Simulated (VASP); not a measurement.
Crystal: FeSnRu2S4.

```xyz
8
Lattice="0.0000 5.4280 0.0000 5.4280 0.0000 0.0000 2.7140 2.7140 -5.3311" Properties=species:S:1:pos:R:3 pbc="T T T"
Fe    0.0000    0.0000    0.0000
Sn    2.7140    2.7140    0.0000
Ru    5.4280    2.7140   -2.6655
Ru    2.7140    5.4280   -2.6655
S     4.0439    4.0439   -3.9237
S     1.3299    4.0981   -1.4074
S     6.8122    6.8122   -3.9237
S     4.0981    1.3299   -1.4074
```

```yaml
Program: VASP 6.6.1
Task: relaxation of cell and atoms
Functional: PBE
Potentials_or_basis: VASP PAW PBE potentials, release 64 (Fe, Sn_d, Ru_pv, S)
Cutoff: 600 eV
k_mesh: 4 × 4 × 4
Occupations: fermi-dirac, width 0.1 eV
Spin: no spin polarisation
```

At the start: pressure -2.0 GPa; volume 19.63 Å³/atom.

Problem. Where does the relaxation end?

Solution. Over 26 steps the energy falls by 184.3 meV/atom and the volume is 19.16 Å³/atom (-2.4 %); space group I-42m (No. 121, to 0.1 Å) before and after.

The path:
```tsv
step	energy change (eV)	largest force (eV/Å)	pressure (GPa)	volume (Å³)
1	0.0000	2.0620	-1.96	157.07
2	-0.7027	1.3916	0.79	151.68
3	-1.0033	0.3779	6.95	144.46
4	-1.2021	0.7265	0.14	154.44
5	-1.2175	0.5102	1.40	152.26
6	-1.2643	0.1892	-0.19	154.72
7	-1.2679	0.1545	-0.75	155.67
8	-1.2893	0.1658	-0.09	154.74
9	-1.3124	0.3154	1.29	152.86
10	-1.3156	0.3981	1.97	151.94
11	-1.3237	0.4003	1.93	151.99
12	-1.3484	0.4041	1.79	152.12
13	-1.3954	0.4031	1.45	152.31
14	-1.4524	0.3779	0.68	152.39
15	-1.4538	0.3693	0.44	152.34
16	-1.4543	0.3714	0.50	152.36
17	-1.4640	0.2653	0.21	152.81
18	-1.4716	0.0851	-0.34	153.70
19	-1.4728	0.0632	-0.05	153.29
20	-1.4729	0.0543	0.13	153.05
21	-1.4734	0.0460	0.09	153.13
22	-1.4741	0.0351	-0.03	153.37
23	-1.4741	0.0367	-0.06	153.42
24	-1.4743	0.0104	0.03	153.31
25	-1.4743	0.0048	0.05	153.28
26	-1.4743	0.0062	0.04	153.28
```

Final structure:
```
Fe Sn Ru S
1.0
     0.00000    5.69165    0.00000
     5.69165    0.00000    0.00000
     2.84583    2.84583   -4.73174
Fe Sn Ru S
1 1 2 4
Direct
  0.00000 0.00000 0.00000
  0.50000 0.50000 0.00000
  0.25000 0.75000 0.50000
  0.75000 0.25000 0.50000
  0.34651 0.34651 0.70890
  0.65349 0.05540 0.29110
  0.94460 0.94460 0.70890
  0.05540 0.65349 0.29110
```

Caveat: the run has no spin polarisation, though such a crystal can be magnetic.
